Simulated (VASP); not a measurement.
# CuGe4 in VASP: single point with PBE+D3(BJ)

Aim: the single point of CuGe4 with PBE+D3(BJ).

Program: VASP 6.6.1. These are calculated values, not measurements. Logs are shortened: lines on timing, memory, paths and dates and some standing lists are left out, and cuts for length are marked.

### 1 The cell of the first run

The cell holds a slab with vacuum, 5 atoms: a = 4.030 Å, b = 4.030 Å, c = 21.598 Å, α = 90.00°, β = 90.00°, γ = 120.00°.

### 2 Single point, PBE+D3(BJ)

INCAR reads:

```
SYSTEM = CuGe4
  ALGO = Normal
  DIPOL = 0.5 0.5 0.328
  EDIFF = 1E-6
  ENCUT = 520
  GGA = PE
  IDIPOL = 3
  ISIF = 2
  ISMEAR = 0
  IVDW = 12
  LASPH = .True.
  LCHARG = .False.
  LDIPOL = .True.
  LREAL = .False.
  LWAVE = .False.
  NBANDS = 42
  NELM = 80
  PREC = Accurate
  SIGMA = 0.1
```

KPOINTS reads:

```
k-points
0
Gamma
  9 9 1
  0 0 0
```

POSCAR reads:

```
CuGe4
1.0
    4.0303587907      0.0000000000      0.0000000000
   -2.0151793953      3.4903930991      0.0000000000
    0.0000000000      0.0000000000     21.5984135941
Ge Cu
4 1
Direct
    0.3333333333      0.6666666667      0.1851987871
    0.0000000000      0.0000000000      0.2232892486
    0.0000000000      0.0000000000      0.3443139717
    0.6666666667      0.3333333333      0.3795840634
    1.1111111111      0.4444444444      0.5092232143
```

Potentials or basis: VASP PAW PBE potentials, release 64 (Ge_d, Cu).

Command:

```sh
$ cat potpaw_PBE.64/Ge_d/POTCAR potpaw_PBE.64/Cu/POTCAR > POTCAR
$ mpirun -np 1 vasp_std > vasp.out
```

OUTCAR:

```text
SYSTEM = CuGe4
   EDIFF = 1E-6
   ENCUT = 520
   GGA = PE
   ISIF = 2
   ISMEAR = 0
   IVDW = 12
   LASPH = .True.
   LREAL = .False.
   NELM = 80
   PREC = Accurate
 IVDW          = 12

 ion  position               nearest neighbor table
   1  0.333  0.667  0.185-   2 2.47   2 2.47   2 2.47
   2  0.000  0.000  0.223-   1 2.47   1 2.47   1 2.47   3 2.61
   3  0.000  0.000  0.344-   4 2.45   4 2.45   4 2.45   2 2.61
   4  0.667  0.333  0.380-   3 2.45   3 2.45   3 2.45
   5  0.111  0.444  0.509-

  LATTYP: Found a hexagonal cell.
 ALAT       =     4.0303587907
 C/A-ratio  =     5.3589307344

  Lattice vectors:

 A1 = (   4.0303587907,   0.0000000000,   0.0000000000)
 A2 = (  -2.0151793953,   3.4903930991,   0.0000000000)
 A3 = (   0.0000000000,   0.0000000000,  21.5984135941)

Analysis of symmetry for initial positions (statically):
=====================================================================
 Subroutine PRICEL returns:
 Original cell was already a primitive cell.

 Routine SETGRP: Setting up the symmetry group for a
 hexagonal supercell.

 Subroutine GETGRP returns: Found  1 space group operations
 (whereof  1 operations were pure point group operations)
 out of a pool of 24 trial point group operations.

The static configuration has the point symmetry C_1 .

Analysis of symmetry for dynamics (positions and initial velocities):
=====================================================================
 Subroutine PRICEL returns:
 Original cell was already a primitive cell.

 Routine SETGRP: Setting up the symmetry group for a
 hexagonal supercell.

 Subroutine GETGRP returns: Found  1 space group operations
 (whereof  1 operations were pure point group operations)
 out of a pool of 24 trial point group operations.

The dynamic configuration has the point symmetry C_1 .

 Subroutine INISYM returns: Found  1 space group operations
 (whereof  1 operations are pure point group operations),
 and found     1 'primitive' translations

----------------------------------------------------------------------------------------

                                     Primitive cell

  volume of cell :     303.8365

  direct lattice vectors                    reciprocal lattice vectors
     4.030358791  0.000000000  0.000000000     0.248116868  0.143250341  0.000000000
    -2.015179395  3.490393099  0.000000000     0.000000000  0.286500681  0.000000000
     0.000000000  0.000000000 21.598413594     0.000000000  0.000000000  0.046299697

  length of vectors
     4.030358791  4.030358791 21.598413594     0.286500681  0.286500681  0.046299697

  position of ions in fractional coordinates (direct lattice)
     0.333333333  0.666666667  0.185198787
     0.000000000  0.000000000  0.223289249
     0.000000000  0.000000000  0.344313972
     0.666666667  0.333333333  0.379584063
     0.111111111  0.444444444  0.509223214

  ion indices of the primitive-cell ions
   primitive index   ion index
                 1           1
                 2           2
                 3           3
                 4           4
                 5           5

----------------------------------------------------------------------------------------

 KPOINTS: k-points

Automatic generation of k-mesh.
 Grid dimensions read from file:
 generate k-points for:    9    9    1

 Generating k-lattice:

  Cartesian coordinates                     Fractional coordinates (reciprocal lattice)
     0.027568541  0.015916705  0.000000000     0.111111111 -0.000000000  0.000000000
     0.000000000  0.031833409  0.000000000     0.000000000  0.111111111  0.000000000
     0.000000000  0.000000000  0.046299697     0.000000000  0.000000000  1.000000000

  Length of vectors
     0.031833409  0.031833409  0.046299697

  Shift w.r.t. Gamma in fractional coordinates (k-lattice)
     0.000000000  0.000000000  0.000000000

 Subroutine IBZKPT returns following result:
 ===========================================

 Found     41 irreducible k-points:

 Following reciprocal coordinates:
            Coordinates               Weight
  0.000000  0.000000  0.000000      1.000000
  0.111111  0.000000  0.000000      2.000000
  0.000000  0.111111  0.000000      2.000000
 -0.111111  0.111111  0.000000      2.000000
  0.222222  0.000000  0.000000      2.000000
  0.000000  0.222222  0.000000      2.000000
[... 16 lines left out ...]
  0.333333  0.111111  0.000000      2.000000
 -0.111111  0.444444  0.000000      2.000000
 [... further k-points ...]
   k-points           NKPTS =     41   k-points in BZ     NKDIM =     41   number of bands    NBANDS=     42
   number of dos      NEDOS =    301   number of ions     NIONS =      5
   total plane-waves  NPLWV = 145800
   dimension x,y,z NGX =    30 NGY =   30 NGZ =  162
   dimension x,y,z NGXF=    60 NGYF=   60 NGZF=  324
   ions per type =               4   1
   NGX,Y,Z   is equivalent  to a cutoff of  12.37, 12.37, 12.47 a.u.
   NGXF,Y,Z  is equivalent  to a cutoff of  24.75, 24.75, 24.94 a.u.
 SYSTEM =  CuGe4
   PREC   = accura    normal or accurate (medium, high low for compatibility)
   ISTART =      0    job   : 0-new  1-cont  2-samecut
   ICHARG =      2    charge: 1-file 2-atom 10-const
   ISPIN  =      1    spin polarized calculation?
   LNONCOLLINEAR =      F non collinear calculations
   LSORBIT =      F    spin-orbit coupling
   LASPH  =      T    aspherical Exc in radial PAW
   ENCUT  =  520.0 eV  38.22 Ry    6.18 a.u.   7.49  7.49 40.16*2*pi/ulx,y,z
   NELM   =     80;   NELMIN=  2; NELMDL= -5     # of ELM steps
   EDIFF  = 0.1E-05   stopping-criterion for ELM
   LREAL  =      F    real-space projection
   EDIFFG = 0.1E-04   stopping-criterion for IOM
   NSW    =      0    number of steps for IOM
   IBRION =     -1    ionic relax: 0-MD 1-quasi-New 2-CG
   NFREE  =      0    steps in history (QN), initial steepest desc. (CG)
   ISIF   =      2    stress and relaxation
   ISYM   =      2    0-nonsym 1-usesym 2-fastsym
   POTIM  = 0.5000    time-step for ionic-motion
   TEBEG  =    0.0;   TEEND  =   0.0 temperature during run
   PSTRESS=    0.0 pullay stress
   NELECT =      67.0000    total number of electrons
   NUPDOWN=      -1.0000    fix difference up-down
   EMIN   =  10.00;   EMAX   =-10.00  energy-range for DOS
   EFERMI =   0.00;   METHOD = LEGACY
   ISMEAR =     0;   SIGMA  =   0.10  broadening in eV -4-tet -1-fermi 0-gaus
   EFERMI_NEDOS =   21; number of points for ismear=-14 and -15
   IALGO  =     38    algorithm
   IMIX   =      4    mixing-type and parameters
     AMIX     =   0.40;   BMIX     =  1.00
     AMIX_MAG =   1.60;   BMIX_MAG =  1.00
  volume/ion in A,a.u.               =      60.77       410.08
  Fermi-wavevector in a.u.,A,eV,Ry     =   0.989054  1.869040 13.309585  0.978227
  Thomas-Fermi vector in A             =   2.120625
   LORBIT       =      0    0 simple, 1 ext, 2 COOP (PROOUT), +10 PAW based schemes
   GGA     = PE    functional components
   LHFCALC =     F    Hartree Fock is set to
   AEXX    =    0.0000 exact exchange contribution
   IVDW    =    12    specifies the selected vdW correction
   LEPSILON=     F    determine dielectric tensor
   LRPA    =     F    only Hartree local field effects (RPA)
 non-spin polarized calculation
 Gauss-broadening in eV      SIGMA  =   0.10
  energy-cutoff  :      520.00
  volume of cell :      303.84
 maximum number of plane-waves:      8229
 NGX is ok and might be reduce to    30
   NGX = 15   NGY = 15   NGZ = 81

 dipolmoment           0.000000      0.000000      0.124232 electrons x Angstroem

 number of electron      67.0000021 magnetization

 dipolmoment           0.000000      0.000000     -0.008041 electrons x Angstroem

 Free energy of the ion-electron system (eV)
  ---------------------------------------------------
  ext. energy  EPLUGINS =         0.00000000
  ---------------------------------------------------
  free energy    TOTEN  =       -17.94578617 eV

  energy without entropy =      -17.92073879  energy(sigma->0) =      -17.93326248

 E-fermi :  -1.3577     XC(G=0):  -4.5777

 val. band max:       -1.3607241063   @ k =  -0.1111   0.4444   0.0000
 cond. band min:      -1.3526616787   @ k =  -0.3333  -0.4444   0.0000
 fundamental gap:      0.0080624276
 Fermi energy:        -1.3577027808

 k-point     1 :       0.0000    0.0000    0.0000
  band No.  band energies     occupation
      1     -25.8037      2.00000
      2     -25.8023      2.00000
      3     -25.7688      2.00000
      4     -25.7479      2.00000
      5     -25.7446      2.00000
      6     -25.6940      2.00000
[... 34 lines left out ...]
     41       2.7996      0.00000
     42       2.8040      0.00000

 k-point     2 :       0.1111    0.0000    0.0000
  band No.  band energies     occupation
      1     -25.8084      2.00000
      2     -25.8057      2.00000
      3     -25.7714      2.00000
      4     -25.7407      2.00000
      5     -25.7390      2.00000
      6     -25.6955      2.00000
[... 34 lines left out ...]
     41       2.7995      0.00000
     42       3.3564      0.00000

 k-point     3 :       0.0000    0.1111    0.0000
  band No.  band energies     occupation
      1     -25.8074      2.00000
      2     -25.8066      2.00000
      3     -25.7711      2.00000
      4     -25.7415      2.00000
      5     -25.7384      2.00000
      6     -25.6954      2.00000
[... 34 lines left out ...]
     41       2.8051      0.00000
     42       3.3395      0.00000

 k-point     4 :      -0.1111    0.1111    0.0000
  band No.  band energies     occupation
      1     -25.8084      2.00000
      2     -25.8056      2.00000
      3     -25.7710      2.00000
      4     -25.7422      2.00000
      5     -25.7379      2.00000
      6     -25.6947      2.00000
[... 844 lines left out ...]
     41       3.7453      0.00000
     42       3.9755      0.00000

 k-point    23 :       0.3333    0.1111    0.0000
  band No.  band energies     occupation
      1     -25.8230      2.00000
      2     -25.8139      2.00000
      3     -25.7862      2.00000
      4     -25.7214      2.00000
      5     -25.7129      2.00000
      6     -25.7007      2.00000
[... 34 lines left out ...]
     41       3.8125      0.00000
     42       4.3013      0.00000

 k-point    24 :      -0.1111    0.4444    0.0000
  band No.  band energies     occupation
      1     -25.8230      2.00000
      2     -25.8131      2.00000
      3     -25.7846      2.00000
      4     -25.7245      2.00000
      5     -25.7120      2.00000
      6     -25.7010      2.00000
[... 34 lines left out ...]
     41       4.0558      0.00000
     42       4.2740      0.00000

 [... further k-points ...]

------------------------ aborting loop because EDIFF is reached ----------------------------------------

 vacuum level on the upper side and lower side of the slab       (xc-potential included)        -0.230        -0.080

 Edisp (eV)   -1.20236

 E8    (eV) :    -0.5544

  FORCE on cell =-STRESS in cart. coord.  units (eV):
  Direction    XX          YY          ZZ          XY          YZ          ZX
  --------------------------------------------------------------------------------------
  -------------------------------------------------------------------------------------
  Total      -2.26846    -1.37564    -2.89331    -0.18660    -0.23535    -0.64771
  in kB     -11.96193    -7.25396   -15.25688    -0.98397    -1.24104    -3.41547
  external pressure =      -11.49 kB  Pullay stress =        0.00 kB

 VOLUME and BASIS-vectors are now :
 -----------------------------------------------------------------------------
  energy-cutoff  :      520.00
  volume of cell :      303.84
      direct lattice vectors                 reciprocal lattice vectors
     4.030358791  0.000000000  0.000000000     0.248116868  0.143250341  0.000000000
    -2.015179395  3.490393099  0.000000000     0.000000000  0.286500681  0.000000000
     0.000000000  0.000000000 21.598413594     0.000000000  0.000000000  0.046299697

 POSITION                                       TOTAL-FORCE (eV/Angst)
 -----------------------------------------------------------------------------------
     -0.00000      2.32693      4.00000        -0.037356      0.009433      0.160404
      0.00000      0.00000      4.82269         0.043579     -0.005678      0.027154
      0.00000      0.00000      7.43664        -0.029184     -0.035074     -0.247292
      2.01518      1.16346      8.19841         0.264691      0.116057      0.872469
     -0.44782      1.55129     10.99841        -0.241730     -0.084739     -0.812735
 -----------------------------------------------------------------------------------
    total drift:                                0.000685      0.001097      0.001069

  FREE ENERGIE OF THE ION-ELECTRON SYSTEM (eV)
  ---------------------------------------------------
  free  energy   TOTEN  =       -19.1481509455 eV

  energy  without entropy=      -19.1231035590  energy(sigma->0) =      -19.13562725

 vacuum level on the upper side and lower side of the slab         3.015         3.240
```

Wall time 20 min (1 thread of Intel Xeon 6975P-C, shared host); peak memory 0.68 GiB.

What came out:

| Item | Value |
| --- | --- |
| Free energy | -19.1482 eV |
| Largest force | 0.919 eV/Å |
| Dispersion energy per atom | -0.240 eV |

Forces in eV/Å, atoms in the order of the input:
```
Ge  -0.037  0.009  0.160
Ge   0.044 -0.006  0.027
Ge  -0.029 -0.035 -0.247
Ge   0.265  0.116  0.872
Cu  -0.242 -0.085 -0.813
```
